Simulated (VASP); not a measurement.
Set up this calculation in VASP 6.6.1, as the native input.

```
Task                   : single point
Functional             : PBEsol
Potentials or basis    : VASP PAW PBE potentials, release 64 (Bi_d, Te)
Cutoff                 : 520 eV
k mesh                 : 8 × 8 × 8
Occupations            : fermi-dirac, width 0.1 eV
Spin                   : no spin polarisation
Dipole correction      : no
Further INCAR settings : ALGO = Normal; EDIFF = 1e-07; NBANDS = 32
```

The structure of Bi2Te3 lies in POSCAR:

```
Bi2Te3
1.0
    2.1911778111      1.2650770991     10.0946047193
   -2.1911778111      1.2650770991     10.0946047193
    0.0000000000     -2.5301541982     10.0946047193
Bi Te
2 3
Direct
    0.3998900370      0.3998900370      0.3998900370
    0.6001099630      0.6001099630      0.6001099630
    0.0000000000      0.0000000000      0.0000000000
    0.2099055104      0.2099055104      0.2099055104
    0.7900944896      0.7900944896      0.7900944896
```

These files were run (other wordings do the same):

INCAR

```
SYSTEM = Bi2Te3
PREC = Accurate ; ENCUT = 520
EDIFF = 1E-7 ; ISMEAR = -1
SIGMA = 0.1 ; LREAL = .False.
LASPH = .True. ; NELM = 100
ALGO = Normal ; ISIF = 2
LWAVE = .False. ; LCHARG = .False.
GGA = PS ; NBANDS = 32
```

KPOINTS

```
regular mesh
0
Gamma
  8 8 8
  0 0 0
```

Potentials or basis: VASP PAW PBE potentials, release 64 (Bi_d, Te).

Run with:

```bash
$ cat potpaw_PBE.64/Bi_d/POTCAR potpaw_PBE.64/Te/POTCAR > POTCAR
$ mpirun -np 1 vasp_std > vasp.out
```

It gave:

| Quantity | Value |
| --- | --- |
| Pressure | 0.0 GPa |
| Largest force | 0.019 eV/Å |
| Band gap on the k mesh | 0.20 eV, direct |

Caveat: the PAW data sets were made with another functional, which shifts forces and pressure a little; spin-orbit coupling is left out, which moves the levels of the heavy elements.

It took 33 min on 1 thread of Oxide Virtual Turin-like Processor, with other jobs on the host, peak memory 1 GiB.
